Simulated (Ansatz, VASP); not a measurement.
**Sn: VASP beside Ansatz**

```xyz
6
Lattice="3.2708 -3.2708 0.0000 3.2708 0.0000 -3.2708 6.5416 6.5416 6.5416" Properties=species:S:1:pos:R:3 pbc="T T T"
Sn    9.8123    3.2708    3.2708
Sn    6.5416    0.0000    3.2708
Sn    3.2708    0.0000    0.0000
Sn    4.9062   -1.6354   -1.6354
Sn   11.4477    1.6354    1.6354
Sn    4.9062    1.6354    1.6354
```

Alike in both runs: task single point; functional PBEsol; k mesh 15 × 15 × 6; occupations gaussian, width 0.15 eV; no spin polarisation.

```csv
,VASP,Ansatz
version,VASP 6.6.1,Ansatz 0.2.0
potentials or method,"VASP PAW PBE potentials, release 64 (Sn_d), cutoff 520 eV","scalar-relativistic, plane waves, PAW"
valence electrons in the cell,84,84
```

Ansatz gave:

- gap on the k mesh at the Fermi level (eV): none
- pressure (GPa): 0.0

**Question.** What did VASP give for the same quantities?

**Answer.** gap on the k mesh at the Fermi level (eV): none; pressure (GPa): -0.1.

VASP's potentials were made for PBE, not for PBEsol. A gap of «none» marks a metal or a gap that the smearing closes.
